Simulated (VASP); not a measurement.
A run of VASP 6.6.1 is set up as follows.

Contents of INCAR:

```
PREC = Accurate ; ENCUT = 600
EDIFF = 1E-8 ; ISMEAR = -1
SIGMA = 0.05 ; LREAL = False
LASPH = True ; NELM = 80
ALGO = Normal ; ISIF = 3
LWAVE = False ; LCHARG = False
GGA = RE ; NBANDS = 16
IBRION = 6 ; NFREE = 2
POTIM = 0.015 ; NSW = 1
```

Contents of KPOINTS:

```
regular mesh
0
Gamma
  7 7 7
```

The input POSCAR:

```
CdS
1.0
    0.0000000000      2.5558853213      2.5558853213
    2.5558853213      0.0000000000      2.5558853213
    2.5558853213      2.5558853213      0.0000000000
Cd S
1 1
Direct
    0.0000000000      0.0000000000      0.0000000000
    0.5000000000      0.5000000000      0.5000000000
```

Potentials or basis: VASP PAW PBE potentials, release 64 (Cd, S).

Command:

```bash
$ cat potpaw_PBE.64/Cd/POTCAR potpaw_PBE.64/S/POTCAR > POTCAR
$ mpirun -np 1 vasp_std > vasp.out
```

Problem. What does it give for the elastic constants C11, C12, C44?

Solution. 322, 78, 31 GPa.

Problem. What does it give for the Voigt bulk modulus?

Solution. 159 GPa.

Problem. Predict the highest phonon frequency at Γ, LO-TO splitting left out.

Solution. 253 cm⁻¹.

Elastic tensor in Voigt notation (GPa, in the Cartesian axes of the cell as first typed):
```
322  78  78   0   0   0
 78 322  78   0   0   0
 78  78 322   0   0   0
  0   0   0  31   0   0
  0   0   0   0  31   0
  0   0   0   0   0  31
```

Caveat: the cell is under stress, which shifts elastic constants; the PAW data sets were made with another functional, which shifts forces and pressure a little.
